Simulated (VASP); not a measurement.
# In2O3 (R-3c) in VASP: single point with PBEsol

Aim: the single point of In2O3 with PBEsol.

All numbers are computed with VASP 6.6.1; they aren't measurements. Logs are shortened: lines on timing, memory, paths and dates and some standing lists are left out, and cuts for length are marked.

## Step 1: The cell of the first run

It takes space group R-3c (No. 167, trigonal). Conventional cell: a = 5.487 Å, b = 5.487 Å, c = 14.510 Å, α = 90.00°, β = 90.00°, γ = 120.00°. In (site symmetry 3) has 6 O at 2.12 to 2.26 Å within 2.8 Å. Within 3.1 Å of O (site symmetry 2) lie 4 In at 2.12 to 2.26 Å and 8 O at 2.83 to 3.10 Å.

## Step 2: Single point, PBEsol

Input file INCAR:

```
SYSTEM = In2O3
ALGO     = Normal         ! electronic algorithm
EDIFF    = 1E-6           ! SCF threshold, eV
ENCUT    = 600            ! plane-wave cutoff, eV
GGA      = PS             ! functional
GGA_COMPAT= .FALSE.      
ISIF     = 2              ! what is computed and relaxed
ISMEAR   = 0              ! smearing method
LASPH    = .TRUE.         ! aspherical terms in the spheres
LCHARG   = .TRUE.         ! write CHGCAR
LELF     = .TRUE.         ! ELF
LREAL    = .FALSE.        ! projectors in reciprocal space
LVHAR    = .TRUE.       
LWAVE    = .FALSE.        ! write WAVECAR
NBANDS   = 55             ! bands
NELM     = 120            ! most SCF steps
PREC     = Accurate       ! precision mode
SIGMA    = 0.1            ! smearing width, eV
```

Input file KPOINTS:

```
k-points
0
G
  6 6 6
  0 0 0
```

Input file POSCAR:

```
In2O3
1.0
    2.7434996989      1.5839602897      4.8366700000
   -2.7434996989      1.5839602897      4.8366700000
    0.0000000000     -3.1679205794      4.8366700000
In O
4 6
Direct
    0.3573100000      0.3573100000      0.3573100000
    0.1426900000      0.1426900000      0.1426900000
    0.6426900000      0.6426900000      0.6426900000
    0.8573100000      0.8573100000      0.8573100000
    0.5480000000      0.9520000000      0.2500000000
    0.2500000000      0.5480000000      0.9520000000
    0.9520000000      0.2500000000      0.5480000000
    0.4520000000      0.0480000000      0.7500000000
    0.7500000000      0.4520000000      0.0480000000
    0.0480000000      0.7500000000      0.4520000000
```

Potentials or basis: VASP PAW PBE potentials, release 64 (In_d, O).

Command:

```
cat potpaw_PBE.64/In_d/POTCAR potpaw_PBE.64/O/POTCAR > POTCAR
mpirun -np 1 vasp_std > vasp.out
```

OUTCAR:

```text
SYSTEM = In2O3
   EDIFF = 1E-6
   ENCUT = 600
   GGA = PS
   ISIF = 2
   ISMEAR = 0
   LASPH = .TRUE.
   LREAL = .FALSE.
   NELM = 120
   PREC = Accurate

 ion  position               nearest neighbor table
   1  0.357  0.357  0.357-  10 2.12   8 2.12   9 2.12   5 2.26   7 2.26   6 2.26   2 3.11   3 3.24
                             3 3.24   3 3.24   2 3.61   2 3.61   2 3.61   4 3.99   4 3.99   4 3.99
   2  0.143  0.143  0.143-   9 2.12   8 2.12  10 2.12   5 2.26   7 2.26   6 2.26   1 3.11   4 3.24
                             4 3.24   4 3.24   1 3.61   1 3.61   1 3.61   3 3.99   3 3.99   3 3.99
   3  0.643  0.643  0.643-   7 2.12   5 2.12   6 2.12   8 2.26   9 2.26  10 2.26   4 3.11   1 3.24
                             1 3.24   1 3.24   4 3.61   4 3.61   4 3.61   2 3.99   2 3.99   2 3.99
   4  0.857  0.857  0.857-   6 2.12   5 2.12   7 2.12   8 2.26   9 2.26  10 2.26   3 3.11   2 3.24
                             2 3.24   2 3.24   3 3.61   3 3.61   3 3.61   1 3.99   1 3.99   1 3.99
   5  0.548  0.952  0.250-   3 2.12   4 2.12   1 2.26   2 2.26
   6  0.250  0.548  0.952-   4 2.12   3 2.12   1 2.26   2 2.26
   7  0.952  0.250  0.548-   3 2.12   4 2.12   1 2.26   2 2.26
   8  0.452  0.048  0.750-   1 2.12   2 2.12   3 2.26   4 2.26
   9  0.750  0.452  0.048-   2 2.12   1 2.12   3 2.26   4 2.26
  10  0.048  0.750  0.452-   1 2.12   2 2.12   3 2.26   4 2.26

  LATTYP: Found a trigonal (rhomboedric) cell.
 ALAT       =     5.7817901628
 COS(alpha) =     0.5496862815

  Lattice vectors:

 A1 = (   2.7434996989,   1.5839602897,   4.8366700000)
 A2 = (  -2.7434996989,   1.5839602897,   4.8366700000)
 A3 = (   0.0000000000,  -3.1679205794,   4.8366700000)

Analysis of symmetry for initial positions (statically):
=====================================================================
 Subroutine PRICEL returns:
 Original cell was already a primitive cell.

 Routine SETGRP: Setting up the symmetry group for a
 trigonal (rhombohedral) supercell.

 Subroutine GETGRP returns: Found 12 space group operations
 (whereof  6 operations were pure point group operations)
 out of a pool of 12 trial point group operations.

The static configuration has the point symmetry S_6 .
 The point group associated with its full space group is D_3d.

Analysis of symmetry for dynamics (positions and initial velocities):
=====================================================================
 Subroutine PRICEL returns:
 Original cell was already a primitive cell.

 Routine SETGRP: Setting up the symmetry group for a
 trigonal (rhombohedral) supercell.

 Subroutine GETGRP returns: Found 12 space group operations
 (whereof  6 operations were pure point group operations)
 out of a pool of 12 trial point group operations.

The dynamic configuration has the point symmetry S_6 .
 The point group associated with its full space group is D_3d.

 Subroutine INISYM returns: Found 12 space group operations
 (whereof  6 operations are pure point group operations),
 and found     1 'primitive' translations

----------------------------------------------------------------------------------------

                                     Primitive cell

  volume of cell :     126.1092

  direct lattice vectors                    reciprocal lattice vectors
     2.743499699  1.583960290  4.836670000     0.182248972  0.105221493  0.068917940
    -2.743499699  1.583960290  4.836670000    -0.182248972  0.105221493  0.068917940
     0.000000000 -3.167920579  4.836670000     0.000000000 -0.210442986  0.068917940

  length of vectors
     5.781790163  5.781790163  5.781790163     0.221440585  0.221440585  0.221440585

  position of ions in fractional coordinates (direct lattice)
     0.357310000  0.357310000  0.357310000
     0.142690000  0.142690000  0.142690000
     0.642690000  0.642690000  0.642690000
     0.857310000  0.857310000  0.857310000
     0.548000000  0.952000000  0.250000000
     0.250000000  0.548000000  0.952000000
     0.952000000  0.250000000  0.548000000
     0.452000000  0.048000000  0.750000000
     0.750000000  0.452000000  0.048000000
     0.048000000  0.750000000  0.452000000

  ion indices of the primitive-cell ions
   primitive index   ion index
                 1           1
                 2           2
                 3           3
                 4           4
                 5           5
                 6           6
                 7           7
                 8           8
                 9           9
                10          10

----------------------------------------------------------------------------------------

 KPOINTS: k-points

Automatic generation of k-mesh.
 Grid dimensions read from file:
 generate k-points for:    6    6    6

 Generating k-lattice:

  Cartesian coordinates                     Fractional coordinates (reciprocal lattice)
     0.030374829  0.017536916  0.011486323     0.166666667  0.000000000  0.000000000
    -0.030374829  0.017536916  0.011486323     0.000000000  0.166666667  0.000000000
     0.000000000 -0.035073831  0.011486323     0.000000000  0.000000000  0.166666667

  Length of vectors
     0.036906764  0.036906764  0.036906764

  Shift w.r.t. Gamma in fractional coordinates (k-lattice)
     0.000000000  0.000000000  0.000000000

 Subroutine IBZKPT returns following result:
 ===========================================

 Found     32 irreducible k-points:

 Following reciprocal coordinates:
            Coordinates               Weight
  0.000000  0.000000  0.000000      1.000000
  0.166667 -0.000000  0.000000      6.000000
  0.333333  0.000000  0.000000      6.000000
  0.500000  0.000000  0.000000      3.000000
  0.166667  0.166667  0.000000      6.000000
  0.333333  0.166667  0.000000     12.000000
[... 16 lines left out ...]
  0.500000  0.500000  0.166667      6.000000
 -0.333333  0.500000  0.166667     12.000000
 [... further k-points ...]
   k-points           NKPTS =     32   k-points in BZ     NKDIM =     32   number of bands    NBANDS=     55
   number of dos      NEDOS =    301   number of ions     NIONS =     10
   total plane-waves  NPLWV = 110592
   dimension x,y,z NGX =    48 NGY =   48 NGZ =   48
   dimension x,y,z NGXF=    96 NGYF=   96 NGZF=   96
   ions per type =               4   6
   NGX,Y,Z   is equivalent  to a cutoff of  13.80, 13.80, 13.80 a.u.
   NGXF,Y,Z  is equivalent  to a cutoff of  27.60, 27.60, 27.60 a.u.
 SYSTEM =  In2O3
   PREC   = accura    normal or accurate (medium, high low for compatibility)
   ISTART =      0    job   : 0-new  1-cont  2-samecut
   ICHARG =      2    charge: 1-file 2-atom 10-const
   ISPIN  =      1    spin polarized calculation?
   LNONCOLLINEAR =      F non collinear calculations
   LSORBIT =      F    spin-orbit coupling
   LASPH  =      T    aspherical Exc in radial PAW
   ENCUT  =  600.0 eV  44.10 Ry    6.64 a.u.  11.55 11.55 11.55*2*pi/ulx,y,z
   NELM   =    120;   NELMIN=  2; NELMDL= -5     # of ELM steps
   EDIFF  = 0.1E-05   stopping-criterion for ELM
   LREAL  =      F    real-space projection
   EDIFFG = 0.1E-04   stopping-criterion for IOM
   NSW    =      0    number of steps for IOM
   IBRION =     -1    ionic relax: 0-MD 1-quasi-New 2-CG
   NFREE  =      0    steps in history (QN), initial steepest desc. (CG)
   ISIF   =      2    stress and relaxation
   ISYM   =      2    0-nonsym 1-usesym 2-fastsym
   POTIM  = 0.5000    time-step for ionic-motion
   TEBEG  =    0.0;   TEEND  =   0.0 temperature during run
   PSTRESS=    0.0 pullay stress
   NELECT =      88.0000    total number of electrons
   NUPDOWN=      -1.0000    fix difference up-down
   EMIN   =  10.00;   EMAX   =-10.00  energy-range for DOS
   EFERMI =   0.00;   METHOD = LEGACY
   ISMEAR =     0;   SIGMA  =   0.10  broadening in eV -4-tet -1-fermi 0-gaus
   EFERMI_NEDOS =   21; number of points for ismear=-14 and -15
   IALGO  =     38    algorithm
   IMIX   =      4    mixing-type and parameters
     AMIX     =   0.40;   BMIX     =  1.00
     AMIX_MAG =   1.60;   BMIX_MAG =  1.00
  volume/ion in A,a.u.               =      12.61        85.10
  Fermi-wavevector in a.u.,A,eV,Ry     =   1.452067  2.744009 28.687877  2.108499
  Thomas-Fermi vector in A             =   2.569492
   LORBIT       =      0    0 simple, 1 ext, 2 COOP (PROOUT), +10 PAW based schemes
   GGA     = PS    functional components
   LHFCALC =     F    Hartree Fock is set to
   AEXX    =    0.0000 exact exchange contribution
   IVDW    =     0    specifies the selected vdW correction
   LEPSILON=     F    determine dielectric tensor
   LRPA    =     F    only Hartree local field effects (RPA)
 non-spin polarized calculation
 Gauss-broadening in eV      SIGMA  =   0.10
  energy-cutoff  :      600.00
  volume of cell :      126.11
 maximum number of plane-waves:      4227
 NGX is ok and might be reduce to    48
   NGX = 23   NGY = 23   NGZ = 23

 number of electron      88.0000008 magnetization

 Free energy of the ion-electron system (eV)
  ---------------------------------------------------
  ext. energy  EPLUGINS =         0.00000000
  ---------------------------------------------------
  free energy    TOTEN  =       -59.38023962 eV

  energy without entropy =      -59.38023962  energy(sigma->0) =      -59.38023962

 E-fermi :   5.9522     XC(G=0): -11.5101

 val. band max:        5.4737996709   @ k =   0.3333   0.0000   0.0000
 cond. band min:       6.6702443529   @ k =   0.0000   0.0000   0.0000
 fundamental gap:      1.1964446820
 Fermi energy:         5.9521752908

 k-point     1 :       0.0000    0.0000    0.0000
  band No.  band energies     occupation
      1     -12.1300      2.00000
      2     -11.2155      2.00000
      3     -11.2155      2.00000
      4     -10.9927      2.00000
      5     -10.9927      2.00000
      6     -10.8950      2.00000
[... 47 lines left out ...]
     54      15.2841      0.00000
     55      15.8511      0.00000

 k-point     2 :       0.1667   -0.0000    0.0000
  band No.  band energies     occupation
      1     -12.0506      2.00000
      2     -11.2064      2.00000
      3     -11.2001      2.00000
      4     -11.0612      2.00000
      5     -11.0100      2.00000
      6     -10.9251      2.00000
[... 47 lines left out ...]
     54      15.8657      0.00000
     55      15.9478      0.00000

 k-point     3 :       0.3333    0.0000    0.0000
  band No.  band energies     occupation
      1     -11.8347      2.00000
      2     -11.2643      2.00000
      3     -11.1712      2.00000
      4     -11.1546      2.00000
      5     -11.0564      2.00000
      6     -10.9955      2.00000
[... 1152 lines left out ...]
 k-point    23 :       0.5000    0.5000    0.1667
  band No.  band energies     occupation
      1     -11.6721      2.00000
      2     -11.4019      2.00000
      3     -11.2199      2.00000
      4     -11.1173      2.00000
      5     -11.0926      2.00000
      6     -10.9336      2.00000
[... 47 lines left out ...]
     54      16.2466      0.00000
     55      16.7463      0.00000

 k-point    24 :      -0.3333    0.5000    0.1667
  band No.  band energies     occupation
      1     -11.5962      2.00000
      2     -11.4472      2.00000
      3     -11.2322      2.00000
      4     -11.1586      2.00000
      5     -11.0462      2.00000
      6     -10.9454      2.00000
[... 47 lines left out ...]
     54      15.9570      0.00000
     55      16.6121      0.00000

 [... further k-points ...]

------------------------ aborting loop because EDIFF is reached ----------------------------------------

  FORCE on cell =-STRESS in cart. coord.  units (eV):
  Direction    XX          YY          ZZ          XY          YZ          ZX
  --------------------------------------------------------------------------------------
  -------------------------------------------------------------------------------------
  Total        2.2326284      2.2326284      1.3647410      0.0000000      0.0000000      0.0000000
  in kB       28.3648252     28.3648252     17.3385948      0.0000000      0.0000000      0.0000000
  external PRESSURE =      24.6894150 kB  Pullay stress =       0.0000000 kB

 VOLUME and BASIS-vectors are now :
 -----------------------------------------------------------------------------
  energy-cutoff  :      600.00
  volume of cell :      126.11
      direct lattice vectors                 reciprocal lattice vectors
     2.743499699  1.583960290  4.836670000     0.182248972  0.105221493  0.068917940
    -2.743499699  1.583960290  4.836670000    -0.182248972  0.105221493  0.068917940
     0.000000000 -3.167920579  4.836670000     0.000000000 -0.210442986  0.068917940

 POSITION                                       TOTAL-FORCE (eV/Angst)
 -----------------------------------------------------------------------------------
      0.00000      0.00000      5.18457         0.000000      0.000000     -0.059116
      0.00000      0.00000      2.07043         0.000000      0.000000      0.059116
      0.00000      0.00000      9.32544         0.000000     -0.000000      0.059116
      0.00000      0.00000     12.43958         0.000000      0.000000     -0.059116
     -1.10837      1.58396      8.46417        -0.166692     -0.000000     -0.000000
     -0.81756     -1.75186      8.46417         0.083346     -0.144359     -0.000000
      1.92594      0.16790      8.46417         0.083346      0.144359     -0.000000
      1.10837     -1.58396      6.04584         0.166692     -0.000000     -0.000000
      0.81756      1.75186      6.04584        -0.083346      0.144359     -0.000000
     -1.92594     -0.16790      6.04584        -0.083346     -0.144359     -0.000000
 -----------------------------------------------------------------------------------
    total drift:                                0.000000     -0.000000      0.000000

  FREE ENERGIE OF THE ION-ELECTRON SYSTEM (eV)
  ---------------------------------------------------
  free  energy   TOTEN  =       -59.3802396209 eV

  energy  without entropy=      -59.3802396209  energy(sigma->0) =      -59.38023962
```

Wall time 7.1 min (1 thread of Oxide Virtual Turin-like, shared host); peak memory 0.4 GiB.

What came out:

```
Free energy            : -59.3802 eV
Pressure               : 2.5 GPa
Largest force          : 0.167 eV/Å
Band gap on the k mesh : 1.20 eV (least direct gap 1.24 eV)
```

Forces in eV/Å, atoms in the order of the input:
```
In   0.000  0.000 -0.059
In   0.000  0.000  0.059
In   0.000  0.000  0.059
In   0.000  0.000 -0.059
O   -0.167  0.000  0.000
O    0.083 -0.144  0.000
O    0.083  0.144  0.000
O    0.167  0.000  0.000
O   -0.083  0.144  0.000
O   -0.083 -0.144  0.000
```

Caveat: the PAW data sets were made with another functional, which shifts forces and pressure a little; spin-orbit coupling is left out, which moves the levels of the heavy elements.
